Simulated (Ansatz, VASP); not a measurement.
**One calculation of FeO, two programs**

The input INCAR:

```
SYSTEM = FeO
PREC = Accurate
ENCUT = 600
EDIFF = 1E-6
ISMEAR = 0
SIGMA = 0.022
LREAL = .False.
LASPH = .True.
NELM = 200
ALGO = Normal
ISIF = 2
LWAVE = .False.
LCHARG = .True.
ISPIN = 2
MAGMOM = 3 0
LORBIT = 11
LMAXMIX = 4
GGA = PE
LELF = .True.
LVHAR = .True.
NBANDS = 22
GGA_COMPAT = .False.
```

Contents of KPOINTS:

```
Automatic mesh
0
Gamma
  11 11 11
  0 0 0
```

POSCAR

```
FeO
1.0
    0.0000000000      2.1554000000      2.1554000000
    2.1554000000      0.0000000000      2.1554000000
    2.1554000000      2.1554000000      0.0000000000
Fe O
1 1
Direct
    0.0000000000      0.0000000000      0.0000000000
    0.5000000000      0.5000000000      0.5000000000
```

Contents of input.yaml:

```yaml
crystal:
  lattice:
    - [0.0, 2.1554, 2.1554]
    - [2.1554, 0.0, 2.1554]
    - [2.1554, 2.1554, 0.0]
  atoms:
    - { symbol: Fe, position: [0.0, 0.0, 0.0], spin: 3.0 }
    - { symbol: O, position: [0.5, 0.5, 0.5] }
hamiltonian:
  xc: pbe
  pseudopotentials: { kind: paw }
magnetization:
  spin_polarized: true
kpoints:
  mp_grid: { grid: [11, 11, 11] }
scf:
  occupations: { method: gaussian, width: 0.022 }
output:
  forces: true
  stress: true
  eigenvalues: true
  write_density: true
  write_potential: true
  elf: true
  volumetric_format: npy
```

Alike in both runs: task single point; functional PBE; k mesh 11 × 11 × 11; occupations gaussian, width 0.022 eV; collinear spin.

|  | VASP | Ansatz |
| --- | --- | --- |
| version | VASP 6.6.1 | Ansatz 0.2.0 |
| potentials or method | VASP PAW PBE potentials, release 64 (Fe_sv, O) | Ansatz PAW |
| plane-wave cutoff (eV) | 600 | 420 |
| valence electrons in the cell | 22 | 22 |

```csv
,VASP,Ansatz,Ansatz less VASP
gap on the k mesh at the Fermi level (eV),none,none,-
pressure (GPa),-2.6,-0.3,+2.36
net moment per atom (μB),2.00,2.00,0.000
size of the moment on the site where the two differ most (μB),3.48,3.45,-0.027
```

Site moments also hang on the region over which each program counts them. A gap of «none» marks a metal or a gap that the smearing closes.
